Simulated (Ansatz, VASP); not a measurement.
HfC: VASP beside Ansatz

```
Hf C
1.0
     2.93906    0.00000    0.00000
     0.00000    2.93906    0.00000
     0.00000    0.00000    2.93906
Hf C
1 1
Direct
  0.00000 0.00000 0.00000
  0.50000 0.50000 0.50000
```

Alike in both runs: task single point; functional PBE; k mesh 12 × 12 × 12; occupations gaussian, width 0.05 eV; no spin polarisation.

```csv
,VASP,Ansatz
version,VASP 6.6.1,Ansatz 0.2.0
potentials or method,"VASP PAW PBE potentials, release 64 (Hf_pv, C), cutoff 520 eV","scalar-relativistic, plane waves, PAW"
valence electrons in the cell,14,30
```

Ansatz gave:

| Property | Result |
| --- | --- |
| gap on the k mesh at the Fermi level (eV) | none |
| pressure (GPa) | -7.3 |

Q: Which values does VASP return?

A: gap on the k mesh at the Fermi level (eV): none; pressure (GPa): -8.6.

A gap of «none» marks a metal or a gap that the smearing closes. VASP's potentials hold 14 valence electrons a cell and Ansatz's 30, so a difference there can come from the potentials and not from the codes.

Neither program's run includes spin-orbit coupling.
